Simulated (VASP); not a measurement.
Runs of VASP 6.6.1 on RbCdI3. The structure is that of space group Pm-3m (No. 221), or close to it. The cells are those of the table. 

| task | level | cell | cutoff (eV) | gap on the mesh (eV) | pressure (GPa) | relaxed volume (Å³/atom) |
| --- | --- | --- | --- | --- | --- | --- |
| relaxation of cell and atoms | PBEsol | relaxed from a = 5.693 Å, 5 atoms | 600 | none | 0.0 | 40.69 |
| single point | PBEsol | a = 5.873 Å, 5 atoms | 520 | none | (a) | - |
| relaxation of cell and atoms | r2SCAN+rVV10 | relaxed from a = 5.873 Å, 5 atoms | 600 | 0.18 | 0.0 | 41.22 |
| single point | r2SCAN+rVV10 | a = 5.896 Å, 5 atoms | 520 | (b) | 0.2 | - |

Alike in all rows: potentials or basis VASP PAW PBE potentials, release 64 (Rb_sv, Cd, I); no spin polarisation; k mesh 4 × 4 × 4; smearing fermi-dirac 0.03 eV.

Problem. Estimate the missing entries.

Solution. (a) 0.1; (b) 0.19.

Caveats: semilocal functionals underestimate gaps, and a narrow one can read as zero; the PAW data sets were made with another functional, which shifts forces and pressure a little; spin-orbit coupling is left out, which moves the levels of the heavy elements.

A k mesh can miss the band edges, and the runs leave out spin-orbit coupling on Cd, I, Rb.

A gap of «none» marks levels without a gap at the run's occupations.
